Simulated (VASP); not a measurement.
# Ba3Ca4O7 in VASP: further runs

Ba3Ca4O7 is run at these levels: PBE; tasks: single point.

Program: VASP 6.6.1. These are calculated values, not measurements. Logs are shortened: lines on timing, memory, paths and dates and some standing lists are left out, and cuts for length are marked.

## Step 1: The cell of the first run

The cell holds an amorphous packing of atoms, 14 atoms: a = 6.146 Å, b = 6.162 Å, c = 6.124 Å, α = 88.94°, β = 86.17°, γ = 89.12°.

## Step 2: Single point, PBE

The input, INCAR:

```
SYSTEM = Ba3Ca4O7
ALGO = Normal
EDIFF = 1E-7
ENCUT = 520
GGA = PE
ISIF = 2
ISMEAR = -1
ISYM = 0
LASPH = .TRUE.
LCHARG = .TRUE.
LELF = .TRUE.
LREAL = .FALSE.
LVHAR = .TRUE.
LWAVE = .FALSE.
NBANDS = 69
NELM = 100
PREC = Accurate
SIGMA = 0.1172
```

The input, KPOINTS:

```
k-points
0
G
  1 1 1
  0 0 0
```

The input, POSCAR:

```
Ba3Ca4O7
1.0
    6.1422690000      0.0463550000      0.2046950000
    0.0463550000      6.1618090000      0.0560510000
    0.2046950000      0.0560510000      6.1205050000
Ba O Ca
3 7 4
Direct
    0.9487360699      0.9049812828      0.7861327397
    0.2693457980      0.3708761885      0.6496626145
    0.3241933060      0.8643168298      0.3103744591
    0.2294912347      0.0699426244     -0.0478521074
   -0.0108731678      0.6019815106      0.4382425988
    0.5451878657      0.5501767491      0.3349765767
    0.0307030153      0.1211152557      0.4543663660
    0.5776586702      0.0310350651      0.5594099853
    0.5892246933      0.1096085662      0.0796674427
    0.1467083971      0.5385391372     -0.0227822921
    0.2960068863      0.3194948779      0.1843176115
    0.8208256525      0.3655547126      0.2161301046
    0.8299490056      0.8957997347      0.2826505521
    0.4612546935      0.8510365022      0.8398094640
```

Potentials or basis: VASP PAW PBE potentials, release 64 (Ba_sv, O, Ca_sv).

The run is started by

```sh
$ cat potpaw_PBE.64/Ba_sv/POTCAR potpaw_PBE.64/O/POTCAR potpaw_PBE.64/Ca_sv/POTCAR > POTCAR
$ mpirun -np 1 vasp_gam > vasp.out
```

OUTCAR:

```text
SYSTEM = Ba3Ca4O7
   EDIFF = 1E-7
   ENCUT = 520
   GGA = PE
   ISIF = 2
   ISMEAR = -1
   ISYM = 0
   LASPH = .TRUE.
   LREAL = .FALSE.
   NELM = 100
   PREC = Accurate

 ion  position               nearest neighbor table
   1  0.949  0.905  0.786-   4 2.32   7 2.44  10 2.82   8 2.84   5 2.85  14 3.01   9 3.03  13 3.08
                            14 3.20  13 3.22   2 3.56   3 3.60   2 3.89  12 3.94   3 4.08
   2  0.269  0.371  0.650-  10 2.35   7 2.51   4 2.60   5 2.61   6 2.71   8 2.84  11 2.87  11 3.30
                            14 3.45   1 3.56  14 3.60   3 3.66   3 3.78   1 3.89  12 3.95
   3  0.324  0.864  0.310-   6 2.36   8 2.50   7 2.51   9 2.57   4 2.61   5 2.70  11 2.90  14 2.95
                            13 3.06  13 3.11  10 3.15  14 3.40  11 3.47   1 3.60   2 3.66   2 3.78
   4  0.229  0.070  0.952-  14 2.04  11 2.18   1 2.32   2 2.60   3 2.61
   5  0.989  0.602  0.438-  13 2.27  12 2.31   2 2.61   3 2.70   1 2.85
   6  0.545  0.550  0.335-  12 2.12  11 2.35   3 2.36   2 2.71
   7  0.031  0.121  0.454-  13 2.20   1 2.44  12 2.48   3 2.51   2 2.51  11 2.55
   8  0.578  0.031  0.559-  14 2.12  13 2.37   3 2.50   1 2.84   2 2.84
   9  0.589  0.110  0.080-  11 2.27  12 2.34  14 2.37  13 2.37   3 2.57   1 3.03
  10  0.147  0.539  0.977-  11 2.08   2 2.35   1 2.82   3 3.15
  11  0.296  0.319  0.184-  10 2.08   4 2.18   9 2.27   6 2.35   7 2.55   2 2.87   3 2.90  12 2.92
                             2 3.30   3 3.47
  12  0.821  0.366  0.216-   6 2.12   5 2.31   9 2.34   7 2.48  13 2.92  11 2.92   1 3.94   2 3.95

  13  0.830  0.896  0.283-   7 2.20   5 2.27   9 2.37   8 2.37  12 2.92   3 3.06   1 3.08   3 3.11
                             1 3.22
  14  0.461  0.851  0.840-   4 2.04   8 2.12   9 2.37   3 2.95   1 3.01   1 3.20   3 3.40   2 3.45
                             2 3.60

IMPORTANT INFORMATION: All symmetrisations will be switched off!
NOSYMM: (Re-)initialisation of all symmetry stuff for point group C_1.

----------------------------------------------------------------------------------------

                                     Primitive cell

  volume of cell :     231.3562

  direct lattice vectors                    reciprocal lattice vectors
     6.142269000  0.046355000  0.204695000     0.162996474 -0.001176725 -0.005440500
     0.046355000  6.161809000  0.056051000    -0.001176725  0.162312019 -0.001447083
     0.204695000  0.056051000  6.120505000    -0.005440500 -0.001447083  0.163580416

  length of vectors
     6.145853667  6.162238283  6.124183473     0.163091491  0.162322735  0.163677260

  position of ions in fractional coordinates (direct lattice)
     0.948736070  0.904981283  0.786132740
     0.269345798  0.370876188  0.649662615
     0.324193306  0.864316830  0.310374459
     0.229491235  0.069942624  0.952147893
     0.989126832  0.601981511  0.438242599
     0.545187866  0.550176749  0.334976577
     0.030703015  0.121115256  0.454366366
     0.577658670  0.031035065  0.559409985
     0.589224693  0.109608566  0.079667443
     0.146708397  0.538539137  0.977217708
     0.296006886  0.319494878  0.184317611
     0.820825652  0.365554713  0.216130105
     0.829949006  0.895799735  0.282650552
     0.461254694  0.851036502  0.839809464

  ion indices of the primitive-cell ions
   primitive index   ion index
                 1           1
                 2           2
                 3           3
                 4           4
                 5           5
                 6           6
                 7           7
                 8           8
                 9           9
                10          10
                11          11
                12          12
                13          13
                14          14

----------------------------------------------------------------------------------------

 KPOINTS: k-points

Automatic generation of k-mesh.
 Grid dimensions read from file:
 generate k-points for:    1    1    1

 Generating k-lattice:

  Cartesian coordinates                     Fractional coordinates (reciprocal lattice)
     0.162996474 -0.001176725 -0.005440500     1.000000000  0.000000000  0.000000000
    -0.001176725  0.162312019 -0.001447083    -0.000000000  1.000000000  0.000000000
    -0.005440500 -0.001447083  0.163580416     0.000000000 -0.000000000  1.000000000

  Length of vectors
     0.163091491  0.162322735  0.163677260

  Shift w.r.t. Gamma in fractional coordinates (k-lattice)
     0.000000000  0.000000000  0.000000000

 Subroutine IBZKPT returns following result:
 ===========================================

 Found      1 irreducible k-points:

 Following reciprocal coordinates:
            Coordinates               Weight
  0.000000  0.000000  0.000000      1.000000
   k-points           NKPTS =      1   k-points in BZ     NKDIM =      1   number of bands    NBANDS=     69
   number of dos      NEDOS =    301   number of ions     NIONS =     14
   total plane-waves  NPLWV = 110592
   dimension x,y,z NGX =    48 NGY =   48 NGZ =   48
   dimension x,y,z NGXF=    96 NGYF=   96 NGZF=   96
   ions per type =               3   7   4
   NGX,Y,Z   is equivalent  to a cutoff of  12.98, 12.95, 13.03 a.u.
   NGXF,Y,Z  is equivalent  to a cutoff of  25.97, 25.90, 26.06 a.u.
 SYSTEM =  Ba3Ca4O7
   PREC   = accura    normal or accurate (medium, high low for compatibility)
   ISTART =      0    job   : 0-new  1-cont  2-samecut
   ICHARG =      2    charge: 1-file 2-atom 10-const
   ISPIN  =      1    spin polarized calculation?
   LNONCOLLINEAR =      F non collinear calculations
   LSORBIT =      F    spin-orbit coupling
   LASPH  =      T    aspherical Exc in radial PAW
   ENCUT  =  520.0 eV  38.22 Ry    6.18 a.u.  11.43 11.46 11.39*2*pi/ulx,y,z
   NELM   =    100;   NELMIN=  2; NELMDL= -5     # of ELM steps
   EDIFF  = 0.1E-06   stopping-criterion for ELM
   LREAL  =      F    real-space projection
   EDIFFG = 0.1E-05   stopping-criterion for IOM
   NSW    =      0    number of steps for IOM
   IBRION =     -1    ionic relax: 0-MD 1-quasi-New 2-CG
   NFREE  =      0    steps in history (QN), initial steepest desc. (CG)
   ISIF   =      2    stress and relaxation
   ISYM   =      0    0-nonsym 1-usesym 2-fastsym
   POTIM  = 0.5000    time-step for ionic-motion
   TEBEG  =    0.0;   TEEND  =   0.0 temperature during run
   PSTRESS=    0.0 pullay stress
   NELECT =     112.0000    total number of electrons
   NUPDOWN=      -1.0000    fix difference up-down
   EMIN   =  10.00;   EMAX   =-10.00  energy-range for DOS
   EFERMI =   0.00;   METHOD = LEGACY
   ISMEAR =    -1;   SIGMA  =   0.12  broadening in eV -4-tet -1-fermi 0-gaus
   EFERMI_NEDOS =   21; number of points for ismear=-14 and -15
   IALGO  =     38    algorithm
   IMIX   =      4    mixing-type and parameters
     AMIX     =   0.40;   BMIX     =  1.00
     AMIX_MAG =   1.60;   BMIX_MAG =  1.00
  volume/ion in A,a.u.               =      16.53       111.52
  Fermi-wavevector in a.u.,A,eV,Ry     =   1.285446  2.429141 22.481875  1.652371
  Thomas-Fermi vector in A             =   2.417580
   LORBIT       =      0    0 simple, 1 ext, 2 COOP (PROOUT), +10 PAW based schemes
   GGA     = PE    functional components
   LHFCALC =     F    Hartree Fock is set to
   AEXX    =    0.0000 exact exchange contribution
   IVDW    =     0    specifies the selected vdW correction
   LEPSILON=     F    determine dielectric tensor
   LRPA    =     F    only Hartree local field effects (RPA)
 non-spin polarized calculation
  energy-cutoff  :      520.00
  volume of cell :      231.36
 maximum number of plane-waves:      3131
 NGX is ok and might be reduce to    48
   NGX = 23   NGY = 23   NGZ = 23

 number of electron     112.0000001 magnetization

 Free energy of the ion-electron system (eV)
  ---------------------------------------------------
  ext. energy  EPLUGINS =         0.00000000
  ---------------------------------------------------
  free energy    TOTEN  =       -75.85414179 eV

  energy without entropy =      -75.85247113  energy(sigma->0) =      -75.85330646

 E-fermi :   3.6799     XC(G=0):  -9.9791

 val. band max:        2.7021211608   @ k =   0.0000   0.0000   0.0000
 cond. band min:       4.6023679769   @ k =   0.0000   0.0000   0.0000
 fundamental gap:      1.9002468161
 Fermi energy:         3.6798811460

 k-point     1 :       0.0000    0.0000    0.0000
  band No.  band energies     occupation
      1     -36.4548      2.00000
      2     -36.1105      2.00000
      3     -35.6913      2.00000
      4     -35.4400      2.00000
      5     -23.5749      2.00000
      6     -22.7922      2.00000
[... 60 lines left out ...]
     67       8.3219      0.00000
     68       8.6622      0.00000
 [bands above 68 left out]

------------------------ aborting loop because EDIFF is reached ----------------------------------------

  FORCE on cell =-STRESS in cart. coord.  units (eV):
  Direction    XX          YY          ZZ          XY          YZ          ZX
  --------------------------------------------------------------------------------------
  -------------------------------------------------------------------------------------
  Total       26.9276833     18.7682497     26.8748322     -0.8138473     -0.1040714      2.9530331
  in kB      186.4783742    129.9730340    186.1123723     -5.6360184     -0.7207108     20.4502112
  external PRESSURE =     167.5212602 kB  Pullay stress =       0.0000000 kB

 VOLUME and BASIS-vectors are now :
 -----------------------------------------------------------------------------
  energy-cutoff  :      520.00
  volume of cell :      231.36
      direct lattice vectors                 reciprocal lattice vectors
     6.142269000  0.046355000  0.204695000     0.162996474 -0.001176725 -0.005440500
     0.046355000  6.161809000  0.056051000    -0.001176725  0.162312019 -0.001447083
     0.204695000  0.056051000  6.120505000    -0.005440500 -0.001447083  0.163580416

 POSITION                                       TOTAL-FORCE (eV/Angst)
 -----------------------------------------------------------------------------------
      6.03026      5.66436      5.05646        -2.232316     -0.917355     -0.430730
      1.80457      2.33417      4.05218         0.949733     -0.072727     -0.143372
      2.09488      5.35818      2.01446         0.048278     -0.969419      0.377282
      1.60774      0.49498      5.87852        -1.937909     -0.072694     -0.418134
      6.19309      3.77971      2.91848         0.087174      0.759618      0.289829
      3.44276      3.43413      2.19266        -0.120550     -0.367070     -1.078839
      0.28721      0.77318      2.79402        -0.133466      0.463895     -1.383982
      3.66408      0.24937      3.54386        -0.087826     -1.104439      0.091336
      3.64056      0.70717      0.61436         2.860869     -0.753068     -0.574416
      1.12612      3.37995      6.04128        -0.515133      1.918131      0.086287
      1.87069      1.99272      1.20662         0.782279      0.750609      0.282554
      5.10292      2.30264      1.51133         0.387901      0.503516      1.261813
      5.19715      5.57406      1.95006        -0.862227     -0.819034      1.654259
      3.04451      5.31238      5.28218         0.773193      0.680036     -0.013887
 -----------------------------------------------------------------------------------
    total drift:                               -0.000406      0.001846      0.000673

  FREE ENERGIE OF THE ION-ELECTRON SYSTEM (eV)
  ---------------------------------------------------
  free  energy   TOTEN  =       -75.8541417940 eV

  energy  without entropy=      -75.8524711312  energy(sigma->0) =      -75.85330646
```

Wall time 90 s (1 thread of Intel Xeon 8259CL, shared host); peak memory 0.31 GiB.

What came out:

```yaml
Free_energy: -75.8541 eV
Pressure: 16.8 GPa
Largest_force: 3.014 eV/Å
Band_gap_on_the_k_mesh: 1.90 eV
```

Forces in eV/Å, atoms in the order of the input:
```
Ba  -2.232 -0.917 -0.431
Ba   0.950 -0.073 -0.143
Ba   0.048 -0.969  0.377
O   -1.938 -0.073 -0.418
O    0.087  0.760  0.290
O   -0.121 -0.367 -1.079
O   -0.133  0.464 -1.384
O   -0.088 -1.104  0.091
O    2.861 -0.753 -0.574
O   -0.515  1.918  0.086
Ca   0.782  0.751  0.283
Ca   0.388  0.504  1.262
Ca  -0.862 -0.819  1.654
Ca   0.773  0.680 -0.014
```

Stress tensor (GPa, compression positive):
```
18.65 -0.56  2.05
-0.56 13.00 -0.07
 2.05 -0.07 18.61
```

Levels at points of the mesh, in eV from the valence-band top:
```
           k point  band 54  band 55  band 56  band 57  band 58  band 59
(0.00, 0.00, 0.00)    -0.31    -0.09     0.00     1.90     2.83     3.65
```

Caveat: the k points lie up to 1.03 Å⁻¹ apart; spin-orbit coupling is left out, which moves the levels of the heavy elements.

## Step 3: Single point, PBE

The input, INCAR:

```
SYSTEM = Ba3Ca4O7
ALGO = Normal
EDIFF = 1E-7
ENCUT = 520
GGA = PE
ISIF = 2
ISMEAR = -1
ISYM = 0
LASPH = .TRUE.
LCHARG = .FALSE.
LREAL = .FALSE.
LWAVE = .FALSE.
NBANDS = 69
NELM = 80
PREC = Accurate
SIGMA = 0.1172
```

KPOINTS is that of step 2.

The input, POSCAR:

```
Ba3Ca4O7
1.0
    6.1422690000      0.0463550000      0.2046950000
    0.0463550000      6.1618090000      0.0560510000
    0.2046950000      0.0560510000      6.1205050000
Ba O Ca
3 7 4
Direct
    0.8897538037      0.9263068156      0.7924709516
    0.2382488408      0.3861016712      0.6474500501
    0.2586405728      0.8539612546      0.3143489280
    0.1592794019      0.0926736693     -0.0274008679
   -0.0658908305      0.6273816282      0.4967191687
    0.5429011283      0.5664126438      0.2862266853
   -0.0114585302      0.1623059676      0.4699610722
    0.5053033066      0.0027340073      0.5546419284
    0.6124231642      0.0782840843      0.0355666958
    0.1948493635      0.5906396873     -0.0444627748
    0.3917071600      0.3300666322      0.0826010171
    0.8706852971      0.4247062194      0.2553527633
    0.7434648431      0.8942590509      0.3124871804
    0.3990908403      0.8717590014      0.8467589091
```

Potentials or basis: VASP PAW PBE potentials, release 64 (Ba_sv, O, Ca_sv).

The run is started by

```sh
$ cat potpaw_PBE.64/Ba_sv/POTCAR potpaw_PBE.64/O/POTCAR potpaw_PBE.64/Ca_sv/POTCAR > POTCAR
$ mpirun -np 1 vasp_gam > vasp.out
```

It took 67 s on 1 thread of Intel Xeon 8259CL, shared host; peak memory 0.31 GiB.

The run converged. Its results:

```
Free energy            : -77.4247 eV
Pressure               : 21.8 GPa
Largest force          : 2.605 eV/Å
Band gap on the k mesh : 2.72 eV
```

Forces on the atoms (eV/Å):
```
Ba  -0.487 -0.881 -0.536
Ba   0.856 -0.932 -2.278
Ba  -1.479  0.147 -0.435
O    0.108  0.581  0.342
O    0.881  1.573  0.494
O    0.313  0.070 -0.454
O   -0.191 -0.799 -1.177
O    0.330  0.480 -0.679
O    0.458 -0.884  0.712
O   -1.159  1.457  1.560
Ca  -0.241  0.872  1.398
Ca  -0.226 -2.072 -0.987
Ca   0.465  0.410  0.948
Ca   0.372 -0.021  1.091
```

Stress tensor (GPa, compression positive):
```
21.76 -0.69  4.29
-0.69 18.74  3.62
 4.29  3.62 24.77
```

Levels at points of the mesh, in eV from the valence-band top:
```csv
k point,band 52,band 53,band 54,band 55,band 56,band 57,band 58,band 59,band 60,band 61
"(0.00, 0.00, 0.00)",-0.45,-0.31,-0.23,-0.06,0.00,2.72,3.88,4.33,4.75,4.99
```

Caveat: the k points lie up to 1.03 Å⁻¹ apart; spin-orbit coupling is left out, which moves the levels of the heavy elements.
